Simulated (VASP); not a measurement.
# Mo (Im-3m) in VASP: settings compared

Aim: see how the results for Mo move with the level of theory and the settings. Levels: B3LYP, PBEsol-based global hybrid with 25 % exact exchange, PBE0. Tasks: single point.

All numbers are computed with VASP 6.6.1; they aren't measurements. Logs are shortened: lines on timing, memory, paths and dates and some standing lists are left out, and cuts for length are marked.

## Step 1: The cell of the first run

Symmetry: Im-3m, No. 229, cubic system. The conventional cell has a = 3.168 Å, b = 3.168 Å, c = 3.168 Å, α = 90.00°, β = 90.00°, γ = 90.00°. Within 3.6 Å of Mo (site symmetry m-3m) lie 14 Mo at 2.74 to 3.17 Å.

## Step 2: Single point, B3LYP

The input, POSCAR:

```
Mo
1.0
   -1.5838089719      1.5838089719      1.5838089719
    1.5838089719     -1.5838089719      1.5838089719
    1.5838089719      1.5838089719     -1.5838089719
Mo
1
Direct
    0.0000000000      0.0000000000      0.0000000000
```

The input, INCAR.step1:

```
PREC = Accurate ; ENCUT = 520
EDIFF = 1E-5 ; ISMEAR = -1
SIGMA = 0.05 ; LREAL = False
LASPH = True ; NELM = 80
ALGO = Normal ; ISIF = 2
LWAVE = True ; LCHARG = False
NBANDS = 13 ; GGA = PE
```

The input, INCAR.step2:

```
PREC = Accurate ; ENCUT = 520
EDIFF = 1E-6 ; ISMEAR = -1
SIGMA = 0.05 ; LREAL = False
LASPH = True ; NELM = 80
ALGO = Normal ; ISIF = 2
LWAVE = False ; LCHARG = False
GGA = B3 ; LHFCALC = True
AEXX = 0.2 ; AGGAX = 0.72
AGGAC = 0.81 ; ALDAC = 0.19
PRECFOCK = Normal ; NBANDS = 13
ISTART = 1
```

The input, KPOINTS:

```
regular mesh
0
Gamma
  6 6 6
```

Potentials or basis: VASP PAW PBE potentials, release 64 (Mo_sv).

On the command line:

```
$ cat potpaw_PBE.64/Mo_sv/POTCAR > POTCAR
$ cp INCAR.step1 INCAR
$ mpirun -np 1 vasp_std > vasp.out
$ cp INCAR.step2 INCAR
$ mpirun -np 1 vasp_std > vasp.out
```

OUTCAR:

```text
PREC = Accurate
   ENCUT = 520
   EDIFF = 1E-6
   ISMEAR = -1
   LREAL = False
   LASPH = True
   NELM = 80
   ISIF = 2
   GGA = B3
   LHFCALC = True
   AEXX = 0.2
   PRECFOCK = Normal
   ISTART = 1

 ion  position               nearest neighbor table
   1  0.000  0.000  0.000-

  LATTYP: Found a body centered cubic cell.
 ALAT       =     3.1676179438

  Lattice vectors:

 A1 = (  -1.5838089719,   1.5838089719,   1.5838089719)
 A2 = (   1.5838089719,  -1.5838089719,   1.5838089719)
 A3 = (   1.5838089719,   1.5838089719,  -1.5838089719)

Analysis of symmetry for initial positions (statically):
=====================================================================
 Subroutine PRICEL returns:
 Original cell was already a primitive cell.

 Routine SETGRP: Setting up the symmetry group for a
 body centered cubic supercell.

 Subroutine GETGRP returns: Found 48 space group operations
 (whereof 48 operations were pure point group operations)
 out of a pool of 48 trial point group operations.

The static configuration has the point symmetry O_h .

Analysis of symmetry for dynamics (positions and initial velocities):
=====================================================================
 Subroutine PRICEL returns:
 Original cell was already a primitive cell.

 Routine SETGRP: Setting up the symmetry group for a
 body centered cubic supercell.

 Subroutine GETGRP returns: Found 48 space group operations
 (whereof 48 operations were pure point group operations)
 out of a pool of 48 trial point group operations.

The dynamic configuration has the point symmetry O_h .

 Subroutine INISYM returns: Found 48 space group operations
 (whereof 48 operations are pure point group operations),
 and found     1 'primitive' translations

----------------------------------------------------------------------------------------

                                     Primitive cell

  volume of cell :      15.8916

  direct lattice vectors                    reciprocal lattice vectors
    -1.583808972  1.583808972  1.583808972     0.000000000  0.315694638  0.315694638
     1.583808972 -1.583808972  1.583808972     0.315694638  0.000000000  0.315694638
     1.583808972  1.583808972 -1.583808972     0.315694638  0.315694638  0.000000000

  length of vectors
     2.743237609  2.743237609  2.743237609     0.446459639  0.446459639  0.446459639

  position of ions in fractional coordinates (direct lattice)
     0.000000000  0.000000000  0.000000000

  ion indices of the primitive-cell ions
   primitive index   ion index
                 1           1

----------------------------------------------------------------------------------------

 KPOINTS: regular mesh

Automatic generation of k-mesh.
 Grid dimensions read from file:
 generate k-points for:    6    6    6

 Generating k-lattice:

  Cartesian coordinates                     Fractional coordinates (reciprocal lattice)
     0.000000000  0.052615773  0.052615773     0.166666667  0.000000000  0.000000000
     0.052615773  0.000000000  0.052615773     0.000000000  0.166666667  0.000000000
     0.052615773  0.052615773  0.000000000     0.000000000  0.000000000  0.166666667

  Length of vectors
     0.074409940  0.074409940  0.074409940

  Shift w.r.t. Gamma in fractional coordinates (k-lattice)
     0.000000000  0.000000000  0.000000000

 Subroutine IBZKPT returns following result:
 ===========================================

 Found     16 irreducible k-points:

 Following reciprocal coordinates:
            Coordinates               Weight
  0.000000  0.000000  0.000000      1.000000
  0.166667  0.000000  0.000000     12.000000
  0.333333  0.000000  0.000000     12.000000
  0.500000  0.000000  0.000000      6.000000
  0.166667  0.166667  0.000000     24.000000
  0.333333  0.166667  0.000000     48.000000
[... 8 lines left out ...]
  0.500000  0.500000  0.333333     12.000000
  0.500000  0.500000  0.500000      1.000000
   k-points           NKPTS =     16   k-points in BZ     NKDIM =    216   number of bands    NBANDS=     13
   number of dos      NEDOS =    301   number of ions     NIONS =      1
   total plane-waves  NPLWV =   8000
   dimension x,y,z NGX =    20 NGY =   20 NGZ =   20
   dimension x,y,z NGXF=    40 NGYF=   40 NGZF=   40
   ions per type =               1
   NGX,Y,Z   is equivalent  to a cutoff of  12.12, 12.12, 12.12 a.u.
   NGXF,Y,Z  is equivalent  to a cutoff of  24.24, 24.24, 24.24 a.u.
 SYSTEM =  unknown system
   PREC   = accura    normal or accurate (medium, high low for compatibility)
   ISTART =      1    job   : 0-new  1-cont  2-samecut
   ICHARG =      0    charge: 1-file 2-atom 10-const
   ISPIN  =      1    spin polarized calculation?
   LNONCOLLINEAR =      F non collinear calculations
   LSORBIT =      F    spin-orbit coupling
   LASPH  =      T    aspherical Exc in radial PAW
   ENCUT  =  520.0 eV  38.22 Ry    6.18 a.u.   5.10  5.10  5.10*2*pi/ulx,y,z
   NELM   =     80;   NELMIN=  2; NELMDL=  0     # of ELM steps
   EDIFF  = 0.1E-05   stopping-criterion for ELM
   LREAL  =      F    real-space projection
   EDIFFG = 0.1E-04   stopping-criterion for IOM
   NSW    =      0    number of steps for IOM
   IBRION =     -1    ionic relax: 0-MD 1-quasi-New 2-CG
   NFREE  =      0    steps in history (QN), initial steepest desc. (CG)
   ISIF   =      2    stress and relaxation
   ISYM   =      3    0-nonsym 1-usesym 2-fastsym
   POTIM  = 0.5000    time-step for ionic-motion
   TEBEG  =    0.0;   TEEND  =   0.0 temperature during run
   PSTRESS=    0.0 pullay stress
   NELECT =      14.0000    total number of electrons
   NUPDOWN=      -1.0000    fix difference up-down
   EMIN   =  10.00;   EMAX   =-10.00  energy-range for DOS
   EFERMI =   0.00;   METHOD = LEGACY
   ISMEAR =    -1;   SIGMA  =   0.05  broadening in eV -4-tet -1-fermi 0-gaus
   EFERMI_NEDOS =   21; number of points for ismear=-14 and -15
   IALGO  =     38    algorithm
   IMIX   =      1    mixing-type and parameters
     AMIX     =   0.40;   BMIX     =  1.00
     AMIX_MAG =   1.60;   BMIX_MAG =  1.00
  volume/ion in A,a.u.               =      15.89       107.24
  Fermi-wavevector in a.u.,A,eV,Ry     =   1.569380  2.965698 33.510508  2.462953
  Thomas-Fermi vector in A             =   2.671271
   LORBIT       =      0    0 simple, 1 ext, 2 COOP (PROOUT), +10 PAW based schemes
   GGA     = B3    functional components
   LHFCALC =     T    Hartree Fock is set to
   PRECFOCK=normal    Normal, Fast or Accurate (Low or Medium for compatibility)
   ENCUT4O =  -1.0   cutoff for four orbital integrals eV
   NKREDX  =     1    reduce k-point grid by
   NKREDY  =     1    reduce k-point grid by
   NKREDZ  =     1    reduce k-point grid by
   AEXX    =    0.2000 exact exchange contribution
   HFSCREEN=    0.0000 screening length (either q_TF or 0.3 A-1)
   HFSCREENC=   0.0000 screening length for correlation (either q_TF or 0.3 A-1)
   ENCUTFOCK=  -1.0 apply spherical cutoff to Coloumb kernel
   IVDW    =     0    specifies the selected vdW correction
   LEPSILON=     F    determine dielectric tensor
   LRPA    =     F    only Hartree local field effects (RPA)
 non-spin polarized calculation
  energy-cutoff  :      520.00
  volume of cell :       15.89
 maximum number of plane-waves:       438
  NGX = 16; NGY = 16; NGZ = 16

 number of electron      14.0000005 magnetization

 Free energy of the ion-electron system (eV)
  ---------------------------------------------------
  ext. energy  EPLUGINS =         0.00000000
  ---------------------------------------------------
  free energy    TOTEN  =       -12.23280757 eV

  energy without entropy =      -12.23280681  energy(sigma->0) =      -12.23280719

 E-fermi :  12.4878     XC(G=0): -10.6016

 val. band max:       11.8719499028   @ k =   0.1667   0.0000   0.0000
 cond. band min:      13.1326918456   @ k =  -0.3333   0.3333   0.1667
 fundamental gap:      1.2607419428
 Fermi energy:        12.4878351282

 k-point     1 :       0.0000    0.0000    0.0000
  band No.  band energies     occupation
      1     -52.3064      2.00000
      2     -24.4795      2.00000
      3     -24.4795      2.00000
      4     -24.4795      2.00000
      5       4.3207      2.00000
      6      10.5336      2.00000
      7      10.5336      2.00000
      8      10.5336      2.00000
      9      15.0689      0.00000
     10      15.0689      0.00000
     11      28.5686      0.00000
     12      28.5686      0.00000
     13      28.5686      0.00000

 k-point     2 :       0.1667    0.0000    0.0000
  band No.  band energies     occupation
      1     -52.2382      2.00000
      2     -24.8721      2.00000
      3     -24.5995      2.00000
      4     -24.4779      2.00000
      5       5.5191      2.00000
      6       9.8965      2.00000
      7      10.4300      2.00000
      8      11.8719      1.99999
      9      14.3651      0.00000
     10      15.0798      0.00000
     11      29.1225      0.00000
     12      30.2391      0.00000
     13      30.5876      0.00000

 k-point     3 :       0.3333    0.0000    0.0000
  band No.  band energies     occupation
      1     -52.0993      2.00000
      2     -25.6166      2.00000
      3     -24.8322      2.00000
      4     -24.4755      2.00000
      5       6.7073      2.00000
      6       8.8222      2.00000
      7      11.4768      2.00000
      8      14.7089      0.00000
      9      15.3499      0.00000
     10      15.6217      0.00000
     11      27.2324      0.00000
     12      28.0253      0.00000
     13      34.6654      0.00000

 k-point     4 :       0.5000    0.0000    0.0000
  band No.  band energies     occupation
      1     -52.0287      2.00000
      2     -25.9701      2.00000
      3     -24.9438      2.00000
      4     -24.4751      2.00000
      5       6.3820      2.00000
      6       8.3529      2.00000
      7      14.4336      0.00000
      8      15.0139      0.00000
      9      15.6338      0.00000
     10      17.9221      0.00000
     11      25.1155      0.00000
     12      25.6463      0.00000
     13      30.9989      0.00000

 k-point     5 :       0.1667    0.1667    0.0000
  band No.  band energies     occupation
      1     -52.1344      2.00000
      2     -25.3746      2.00000
      3     -24.7570      2.00000
      4     -24.5617      2.00000
      5       7.1345      2.00000
      6       9.4624      2.00000
      7       9.6303      2.00000
      8      13.9681      0.00000
      9      15.1114      0.00000
     10      15.6489      0.00000
     11      28.8455      0.00000
     12      29.6935      0.00000
     13      32.1307      0.00000
[... 129 lines left out ...]
 k-point    14 :      -0.3333    0.3333    0.3333
  band No.  band energies     occupation
      1     -51.9375      2.00000
      2     -25.4471      2.00000
      3     -25.2276      2.00000
      4     -25.2276      2.00000
      5       7.8666      2.00000
      6       8.0626      2.00000
      7      13.6056      0.00000
      8      13.6056      0.00000
      9      15.2488      0.00000
     10      18.4327      0.00000
     11      28.5661      0.00000
     12      28.5661      0.00000
     13      30.2116      0.00000

 k-point    15 :       0.5000    0.5000    0.3333
  band No.  band energies     occupation
      1     -51.8828      2.00000
      2     -25.6063      2.00000
      3     -25.3527      2.00000
      4     -25.2436      2.00000
      5       7.1316      2.00000
      6       7.4426      2.00000
      7      13.9456      0.00000
      8      14.5435      0.00000
      9      17.3666      0.00000
     10      22.0063      0.00000
     11      23.6491      0.00000
     12      25.6637      0.00000
     13      33.0054      0.00000

 k-point    16 :       0.5000    0.5000    0.5000
  band No.  band energies     occupation
      1     -51.8335      2.00000
      2     -25.4819      2.00000
      3     -25.4819      2.00000
      4     -25.4819      2.00000
      5       6.4016      2.00000
      6       6.4016      2.00000
      7      17.1871      0.00000
      8      17.1871      0.00000
      9      17.1871      0.00000
     10      22.5585      0.00000
     11      22.5585      0.00000
     12      22.5585      0.00000
     13      33.2903      0.00000

------------------------ aborting loop because EDIFF is reached ----------------------------------------

  FORCE on cell =-STRESS in cart. coord.  units (eV):
  Direction    XX          YY          ZZ          XY          YZ          ZX
  --------------------------------------------------------------------------------------
  -------------------------------------------------------------------------------------
  Total        0.1075528      0.1075528      0.1075528      0.0000000      0.0000000     -0.0000000
  in kB       10.8433601     10.8433601     10.8433601      0.0000000      0.0000000     -0.0000000
  external PRESSURE =      10.8433601 kB  Pullay stress =       0.0000000 kB

 VOLUME and BASIS-vectors are now :
 -----------------------------------------------------------------------------
  energy-cutoff  :      520.00
  volume of cell :       15.89
      direct lattice vectors                 reciprocal lattice vectors
    -1.583808972  1.583808972  1.583808972     0.000000000  0.315694638  0.315694638
     1.583808972 -1.583808972  1.583808972     0.315694638  0.000000000  0.315694638
     1.583808972  1.583808972 -1.583808972     0.315694638  0.315694638  0.000000000

 POSITION                                       TOTAL-FORCE (eV/Angst)
 -----------------------------------------------------------------------------------
      0.00000      0.00000      0.00000         0.000000     -0.000000      0.000000
 -----------------------------------------------------------------------------------
    total drift:                               -0.000000      0.000000      0.000000

  FREE ENERGIE OF THE ION-ELECTRON SYSTEM (eV)
  ---------------------------------------------------
  free  energy   TOTEN  =       -12.2328075730 eV

  energy  without entropy=      -12.2328068088  energy(sigma->0) =      -12.23280719
```

Wall time 7.4 min (1 thread of Intel Xeon Platinum 8259CL at 2.50GHz (Skylake/Cascade Lake), shared host); peak memory 0.13 GiB.

What came out:

```
Free energy            : -12.2328 eV
Pressure               : 1.1 GPa
Band gap on the k mesh : zero (bands 7 and 8 overlap by 6.65 eV)
```

Caveat: the k points lie up to 0.47 Å⁻¹ apart, too coarse for converged energies and pressures of a metal; the PAW data sets were made with another functional, which shifts forces and pressure a little.

## Step 3: Single point, PBEsol-based global hybrid with 25 % exact exchange

POSCAR is that of step 2.

The input, INCAR.step1:

```
ALGO = Normal ; EDIFF = 1E-5
ENCUT = 520 ; GGA = PE
ISIF = 2 ; ISMEAR = -1
LASPH = True ; LCHARG = False
LREAL = False ; LWAVE = True
NBANDS = 13 ; NELM = 100
PREC = Accurate ; SIGMA = 0.05
```

The input, INCAR.step2:

```
AEXX = 0.25 ; ALGO = Normal
EDIFF = 1E-6 ; ENCUT = 520
GGA = PS ; ISIF = 2
ISMEAR = -1 ; ISTART = 1
LASPH = True ; LCHARG = False
LHFCALC = True ; LREAL = False
LWAVE = False ; NBANDS = 13
NELM = 100 ; PREC = Accurate
PRECFOCK = Normal ; SIGMA = 0.05
```

The input, KPOINTS:

```
k-points
0
Gamma
  6 6 6
```

Potentials or basis: VASP PAW PBE potentials, release 64 (Mo_sv).

On the command line:

```
$ cat potpaw_PBE.64/Mo_sv/POTCAR > POTCAR
$ cp INCAR.step1 INCAR
$ mpirun -np 1 vasp_std > vasp.out
$ cp INCAR.step2 INCAR
$ mpirun -np 1 vasp_std > vasp.out
```

OUTCAR:

```text
AEXX = 0.25
   EDIFF = 1E-6
   ENCUT = 520
   GGA = PS
   ISIF = 2
   ISMEAR = -1
   ISTART = 1
   LASPH = True
   LHFCALC = True
   LREAL = False
   NELM = 100
   PREC = Accurate
   PRECFOCK = Normal

 ion  position               nearest neighbor table
   1  0.000  0.000  0.000-

  LATTYP: Found a body centered cubic cell.
 ALAT       =     3.1676179438

  Lattice vectors:

 A1 = (  -1.5838089719,   1.5838089719,   1.5838089719)
 A2 = (   1.5838089719,  -1.5838089719,   1.5838089719)
[... 433 lines left out ...]
     13      33.0615      0.00000

------------------------ aborting loop because EDIFF is reached ----------------------------------------

  FORCE on cell =-STRESS in cart. coord.  units (eV):
  Direction    XX          YY          ZZ          XY          YZ          ZX
  --------------------------------------------------------------------------------------
  -------------------------------------------------------------------------------------
  Total       -1.4224867     -1.4224867     -1.4224867     -0.0000000     -0.0000000      0.0000000
  in kB     -143.4136189   -143.4136189   -143.4136189     -0.0000000     -0.0000000      0.0000000
  external PRESSURE =    -143.4136189 kB  Pullay stress =       0.0000000 kB

 VOLUME and BASIS-vectors are now :
 -----------------------------------------------------------------------------
  energy-cutoff  :      520.00
  volume of cell :       15.89
      direct lattice vectors                 reciprocal lattice vectors
    -1.583808972  1.583808972  1.583808972     0.000000000  0.315694638  0.315694638
     1.583808972 -1.583808972  1.583808972     0.315694638  0.000000000  0.315694638
     1.583808972  1.583808972 -1.583808972     0.315694638  0.315694638  0.000000000

 POSITION                                       TOTAL-FORCE (eV/Angst)
 -----------------------------------------------------------------------------------
      0.00000      0.00000      0.00000        -0.000000     -0.000000     -0.000000
 -----------------------------------------------------------------------------------
    total drift:                               -0.000000      0.000000      0.000000

  FREE ENERGIE OF THE ION-ELECTRON SYSTEM (eV)
  ---------------------------------------------------
  free  energy   TOTEN  =       -14.7242723199 eV

  energy  without entropy=      -14.7242721171  energy(sigma->0) =      -14.72427222
```

It took 11 min on 1 thread of Intel Xeon Platinum 8259CL at 2.50GHz (Skylake/Cascade Lake), shared host; peak memory 0.14 GiB.

What came out:

```yaml
Free_energy: -14.7243 eV
Pressure: -14.3 GPa
Band_gap_on_the_k_mesh: zero (bands 7 and 8 overlap by 7.07 eV)
```

Caveat: the k points lie up to 0.47 Å⁻¹ apart, too coarse for converged energies and pressures of a metal; the PAW data sets were made with another functional, which shifts forces and pressure a little.

(Part 1 of 2 ends here.)

The gap in the log of VASP goes by the Fermi energy; the results here count the filled bands.